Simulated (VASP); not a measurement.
Write the native input for VASP 6.6.1 that does the following.

- Task: single point
- Functional: PBE
- Potentials or basis: VASP PAW PBE potentials, release 64 (H, Mo_sv)
- Cutoff: 520 eV
- k mesh: 8 × 6 × 6
- Occupations: gaussian, width 0.2 eV
- Spin: no spin polarisation
- Dipole correction: no
- Further INCAR settings: ALGO = Normal; EDIFF = 1e-06; NBANDS = 27

The structure of MoH3 lies in POSCAR:

```
MoH3
1.0
    0.0000000000      0.0000000000      2.8458418932
    4.7159950729      0.0000000000      0.0000000000
   -2.3579975365      4.0841715372      0.0000000000
H Mo
6 2
Direct
    0.0000000000      0.2846058476      1.0000000000
    1.0000000000      0.0000000000      0.2846058476
    0.0000000000      0.7153941524      0.7153941524
    0.5000000000      0.7153941524      0.0000000000
    0.5000000000      0.0000000000      0.7153941524
    0.5000000000      0.2846058476      0.2846058476
    0.2500000000      0.3333333333      0.6666666667
    0.7500000000      0.6666666667      0.3333333333
```

These files were run (other wordings do the same):

INCAR

```
ALGO = Normal
EDIFF = 1E-6
ENCUT = 520
GGA = PE
ISIF = 2
ISMEAR = 0
LASPH = T
LCHARG = F
LREAL = F
LWAVE = F
NBANDS = 27
NELM = 100
PREC = Accurate
SIGMA = 0.2
```

KPOINTS

```
k-points
0
Gamma
  8 6 6
```

Potentials or basis: VASP PAW PBE potentials, release 64 (H, Mo_sv).

The run is started by

```sh
$ cat potpaw_PBE.64/H/POTCAR potpaw_PBE.64/Mo_sv/POTCAR > POTCAR
$ mpirun -np 1 vasp_std > vasp.out
```

It gave:

* Pressure: 0.2 GPa
* Band gap on the k mesh: zero (bands 17 and 18 overlap by 2.18 eV)

It took 80 s on 1 thread of Intel Xeon 8259CL (shared host), peak memory 0.2 GiB.
